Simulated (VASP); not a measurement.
# Na2Ag in VASP: single point with PBE

Aim: the single point of Na2Ag with PBE.

Everything below comes from runs of VASP 6.6.1. Logs are shortened: lines on timing, memory, paths and dates and some standing lists are left out, and cuts for length are marked.

**1. The cell of the first run**

The typed cell holds 3 atoms: a = 4.374 Å, b = 4.374 Å, c = 3.832 Å, α = 90.00°, β = 90.00°, γ = 120.00°.

**2. Single point, PBE**

File INCAR:

```
PREC = Accurate ; ENCUT = 520
EDIFF = 1E-6 ; ISMEAR = -1
SIGMA = 0.1 ; LREAL = F
LASPH = T ; NELM = 60
ALGO = Normal ; ISIF = 2
LWAVE = F ; LCHARG = F
GGA = PE ; NBANDS = 20
```

File KPOINTS:

```
Automatic mesh
0
Gamma
  9 9 9
```

File POSCAR:

```
Na2Ag
1.0
    4.3739770000      0.0000000000      0.0000000000
   -2.1869880000      3.7879790000      0.0000000000
    0.0000000000      0.0000000000      3.8315070000
Na Ag
2 1
Direct
    0.3333000000      0.6667000000      0.5000000000
    0.6666000000      0.3333000000      0.5000000000
    0.0000000000      0.0000000000      0.0000000000
```

Potentials or basis: VASP PAW PBE potentials, release 64 (Na_pv, Ag).

On the command line:

```sh
$ cat potpaw_PBE.64/Na_pv/POTCAR potpaw_PBE.64/Ag/POTCAR > POTCAR
$ mpirun -np 1 vasp_std > vasp.out
```

OUTCAR:

```text
PREC = Accurate
   ENCUT = 520
   EDIFF = 1E-6
   ISMEAR = -1
   LREAL = F
   LASPH = T
   NELM = 60
   ISIF = 2
   GGA = PE

 ion  position               nearest neighbor table
   1  0.333  0.667  0.500-   2 2.53   2 2.53   2 2.53   3 3.17   3 3.17   3 3.17   3 3.17   3 3.17
                             3 3.17
   2  0.667  0.333  0.500-   1 2.53   1 2.53   1 2.53   3 3.17   3 3.17   3 3.17   3 3.17   3 3.17
                             3 3.17
   3  0.000  0.000  0.000-   1 3.17   1 3.17   2 3.17   2 3.17   2 3.17   2 3.17   1 3.17   1 3.17
                             1 3.17   1 3.17   2 3.17   2 3.17

  LATTYP: Found a hexagonal cell.
 ALAT       =     4.3739770000
 C/A-ratio  =     0.8759778572

  Lattice vectors:

 A1 = (   4.3739770000,   0.0000000000,   0.0000000000)
 A2 = (  -2.1869880000,   3.7879790000,   0.0000000000)
 A3 = (   0.0000000000,   0.0000000000,   3.8315070000)

Analysis of symmetry for initial positions (statically):
=====================================================================
 Subroutine PRICEL returns:
 Original cell was already a primitive cell.

 Routine SETGRP: Setting up the symmetry group for a
 hexagonal supercell.

 Subroutine GETGRP returns: Found  4 space group operations
 (whereof  4 operations were pure point group operations)
 out of a pool of 24 trial point group operations.

The static configuration has the point symmetry C_2v.

Analysis of symmetry for dynamics (positions and initial velocities):
=====================================================================
 Subroutine PRICEL returns:
 Original cell was already a primitive cell.

 Routine SETGRP: Setting up the symmetry group for a
 hexagonal supercell.

 Subroutine GETGRP returns: Found  4 space group operations
 (whereof  4 operations were pure point group operations)
 out of a pool of 24 trial point group operations.

The dynamic configuration has the point symmetry C_2v.

 Subroutine INISYM returns: Found  4 space group operations
 (whereof  4 operations are pure point group operations),
 and found     1 'primitive' translations

----------------------------------------------------------------------------------------

                                     Primitive cell

  volume of cell :      63.4825

  direct lattice vectors                    reciprocal lattice vectors
     4.373977000  0.000000000  0.000000000     0.228624888  0.131996478  0.000000000
    -2.186988000  3.787979000  0.000000000     0.000000000  0.263993016  0.000000000
     0.000000000  0.000000000  3.831507000     0.000000000  0.000000000  0.260993912

  length of vectors
     4.373977000  4.373980043  3.831507000     0.263993199  0.263993016  0.260993912

  position of ions in fractional coordinates (direct lattice)
     0.333300000  0.666700000  0.500000000
     0.666600000  0.333300000  0.500000000
     0.000000000  0.000000000  0.000000000

  ion indices of the primitive-cell ions
   primitive index   ion index
                 1           1
                 2           2
                 3           3

----------------------------------------------------------------------------------------

 KPOINTS: Automatic mesh

Automatic generation of k-mesh.
 Grid dimensions read from file:
 generate k-points for:    9    9    9

 Generating k-lattice:

  Cartesian coordinates                     Fractional coordinates (reciprocal lattice)
     0.025402765  0.014666275  0.000000000     0.111111111  0.000000000  0.000000000
     0.000000000  0.029332557  0.000000000     0.000000000  0.111111111  0.000000000
     0.000000000  0.000000000  0.028999324     0.000000000  0.000000000  0.111111111

  Length of vectors
     0.029332578  0.029332557  0.028999324

  Shift w.r.t. Gamma in fractional coordinates (k-lattice)
     0.000000000  0.000000000  0.000000000

 Subroutine IBZKPT returns following result:
 ===========================================

 Found    125 irreducible k-points:

 Following reciprocal coordinates:
            Coordinates               Weight
  0.000000  0.000000  0.000000      1.000000
  0.111111 -0.000000  0.000000      4.000000
  0.000000  0.111111  0.000000      2.000000
  0.222222 -0.000000  0.000000      4.000000
  0.000000  0.222222  0.000000      2.000000
  0.333333 -0.000000  0.000000      4.000000
[... 16 lines left out ...]
 -0.222222 -0.444444  0.000000      4.000000
  0.444444  0.333333  0.000000      4.000000
 [... further k-points ...]
   k-points           NKPTS =    125   k-points in BZ     NKDIM =    125   number of bands    NBANDS=     20
   number of dos      NEDOS =    301   number of ions     NIONS =      3
   total plane-waves  NPLWV =  36288
   dimension x,y,z NGX =    36 NGY =   36 NGZ =   28
   dimension x,y,z NGXF=    72 NGYF=   72 NGZF=   56
   ions per type =               2   1
   NGX,Y,Z   is equivalent  to a cutoff of  13.68, 13.68, 12.15 a.u.
   NGXF,Y,Z  is equivalent  to a cutoff of  27.37, 27.37, 24.30 a.u.
 SYSTEM =  unknown system
   PREC   = accura    normal or accurate (medium, high low for compatibility)
   ISTART =      0    job   : 0-new  1-cont  2-samecut
   ICHARG =      2    charge: 1-file 2-atom 10-const
   ISPIN  =      1    spin polarized calculation?
   LNONCOLLINEAR =      F non collinear calculations
   LSORBIT =      F    spin-orbit coupling
   LASPH  =      T    aspherical Exc in radial PAW
   ENCUT  =  520.0 eV  38.22 Ry    6.18 a.u.   8.13  8.13  7.12*2*pi/ulx,y,z
   NELM   =     60;   NELMIN=  2; NELMDL= -5     # of ELM steps
   EDIFF  = 0.1E-05   stopping-criterion for ELM
   LREAL  =      F    real-space projection
[... 7 lines left out ...]
   TEBEG  =    0.0;   TEEND  =   0.0 temperature during run
   PSTRESS=    0.0 pullay stress
   NELECT =      25.0000    total number of electrons
   NUPDOWN=      -1.0000    fix difference up-down
   EMIN   =  10.00;   EMAX   =-10.00  energy-range for DOS
   EFERMI =   0.00;   METHOD = LEGACY
   ISMEAR =    -1;   SIGMA  =   0.10  broadening in eV -4-tet -1-fermi 0-gaus
   EFERMI_NEDOS =   21; number of points for ismear=-14 and -15
   IALGO  =     38    algorithm
   IMIX   =      4    mixing-type and parameters
     AMIX     =   0.40;   BMIX     =  1.00
     AMIX_MAG =   1.60;   BMIX_MAG =  1.00
  volume/ion in A,a.u.               =      21.16       142.80
  Fermi-wavevector in a.u.,A,eV,Ry     =   1.199970  2.267614 19.591399  1.439927
  Thomas-Fermi vector in A             =   2.335818
   LORBIT       =      0    0 simple, 1 ext, 2 COOP (PROOUT), +10 PAW based schemes
   GGA     = PE    functional components
   LHFCALC =     F    Hartree Fock is set to
   AEXX    =    0.0000 exact exchange contribution
   IVDW    =     0    specifies the selected vdW correction
   LEPSILON=     F    determine dielectric tensor
   LRPA    =     F    only Hartree local field effects (RPA)
 non-spin polarized calculation
  energy-cutoff  :      520.00
  volume of cell :       63.48
 maximum number of plane-waves:      1736
 NGX is ok and might be reduce to    36
   NGX = 17   NGY = 17   NGZ = 15

 number of electron      25.0000003 magnetization

 Free energy of the ion-electron system (eV)
  ---------------------------------------------------
  ext. energy  EPLUGINS =         0.00000000
  ---------------------------------------------------
  free energy    TOTEN  =        -4.53336193 eV

  energy without entropy =       -4.50107521  energy(sigma->0) =       -4.51721857

 E-fermi :   3.6223     XC(G=0):  -9.0619

 val. band max:        3.6187263142   @ k =   0.2222   0.2222   0.1111
 cond. band min:       3.6309033204   @ k =   0.1111  -0.0000   0.3333
 fundamental gap:      0.0121770062
 Fermi energy:         3.6223196008

 k-point     1 :       0.0000    0.0000    0.0000
  band No.  band energies     occupation
      1     -21.7311      2.00000
      2     -21.7308      2.00000
      3     -21.4743      2.00000
      4     -21.3660      2.00000
      5     -21.3659      2.00000
      6     -21.3580      2.00000
[... 12 lines left out ...]
     19      11.0942      0.00000
     20      11.6981      0.00000

 k-point     2 :       0.1111   -0.0000    0.0000
  band No.  band energies     occupation
      1     -21.7362      2.00000
      2     -21.7238      2.00000
      3     -21.4712      2.00000
      4     -21.3744      2.00000
      5     -21.3610      2.00000
      6     -21.3608      2.00000
[... 12 lines left out ...]
     19      12.0096      0.00000
     20      12.5134      0.00000

 k-point     3 :       0.0000    0.1111    0.0000
  band No.  band energies     occupation
      1     -21.7359      2.00000
      2     -21.7241      2.00000
      3     -21.4712      2.00000
      4     -21.3743      2.00000
      5     -21.3610      2.00000
      6     -21.3609      2.00000
[... 12 lines left out ...]
     19      12.0098      0.00000
     20      12.5132      0.00000

 k-point     4 :       0.2222   -0.0000    0.0000
  band No.  band energies     occupation
      1     -21.7487      2.00000
      2     -21.7047      2.00000
      3     -21.4624      2.00000
      4     -21.3971      2.00000
      5     -21.3698      2.00000
      6     -21.3485      2.00000
[... 12 lines left out ...]
     19      13.1520      0.00000
     20      14.5422      0.00000

 k-point     5 :       0.0000    0.2222    0.0000
  band No.  band energies     occupation
      1     -21.7484      2.00000
      2     -21.7049      2.00000
      3     -21.4624      2.00000
      4     -21.3970      2.00000
      5     -21.3698      2.00000
      6     -21.3485      2.00000
[... 12 lines left out ...]
     19      13.1522      0.00000
     20      14.5418      0.00000
[... 353 lines left out ...]
      6     -21.3219      2.00000
[... 12 lines left out ...]
     19      13.6809      0.00000
     20      13.9419      0.00000

 k-point    22 :       0.3333    0.2222    0.0000
  band No.  band energies     occupation
      1     -21.7888      2.00000
      2     -21.6078      2.00000
      3     -21.4979      2.00000
      4     -21.4293      2.00000
      5     -21.4027      2.00000
      6     -21.3123      2.00000
[... 12 lines left out ...]
     19      12.8433      0.00000
     20      13.6887      0.00000

 k-point    23 :      -0.2222   -0.4444    0.0000
  band No.  band energies     occupation
      1     -21.7887      2.00000
      2     -21.6079      2.00000
      3     -21.4979      2.00000
      4     -21.4293      2.00000
      5     -21.4027      2.00000
      6     -21.3123      2.00000
[... 12 lines left out ...]
     19      12.8433      0.00000
     20      13.6921      0.00000

 k-point    24 :       0.4444    0.3333    0.0000
  band No.  band energies     occupation
      1     -21.7888      2.00000
      2     -21.6078      2.00000
      3     -21.4980      2.00000
      4     -21.4293      2.00000
      5     -21.4026      2.00000
      6     -21.3123      2.00000
[... 12 lines left out ...]
     19      12.8431      0.00000
     20      13.6882      0.00000

 [... further k-points ...]
[... 5 lines left out ...]
  --------------------------------------------------------------------------------------
  -------------------------------------------------------------------------------------
  Total        3.3935959      3.3951892     -0.9228341      0.0000004      0.0000000      0.0000000
  in kB       85.6479606     85.6881732    -23.2905917      0.0000113      0.0000000      0.0000000
  external PRESSURE =      49.3485140 kB  Pullay stress =       0.0000000 kB

 VOLUME and BASIS-vectors are now :
 -----------------------------------------------------------------------------
  energy-cutoff  :      520.00
  volume of cell :       63.48
      direct lattice vectors                 reciprocal lattice vectors
     4.373977000  0.000000000  0.000000000     0.228624888  0.131996478  0.000000000
    -2.186988000  3.787979000  0.000000000     0.000000000  0.263993016  0.000000000
     0.000000000  0.000000000  3.831507000     0.000000000  0.000000000  0.260993912

 POSITION                                       TOTAL-FORCE (eV/Angst)
 -----------------------------------------------------------------------------------
     -0.00022      2.52545      1.91575         0.000200     -0.000713      0.000000
      2.18677      1.26253      1.91575         0.000200      0.000713      0.000000
      0.00000      0.00000      0.00000        -0.000400      0.000000      0.000000
 -----------------------------------------------------------------------------------
    total drift:                                0.000011      0.000000      0.000000

  FREE ENERGIE OF THE ION-ELECTRON SYSTEM (eV)
  ---------------------------------------------------
  free  energy   TOTEN  =        -4.5333619316 eV

  energy  without entropy=       -4.5010752050  energy(sigma->0) =       -4.51721857
```

It took 66 s on 1 thread of Intel Xeon Platinum 8488C (Sapphire Rapids), shared host; peak memory 0.28 GiB.

What came out:

```yaml
Free_energy: -4.5334 eV
Pressure: 4.9 GPa
Band_gap_on_the_k_mesh: zero (an odd number of electrons rules out a gap without spin polarisation)
```

Levels at points of the mesh, in eV from the Fermi level:
```
           k point  band 9  band 10  band 11  band 12  band 13  band 14  band 15  band 16
(0.00, 0.00, 0.00)   -4.55    -4.55    -4.39    -4.39     4.15     4.15     4.73     6.41
```

Caveat: the stress differs along the axes, from -2 to 9 GPa.
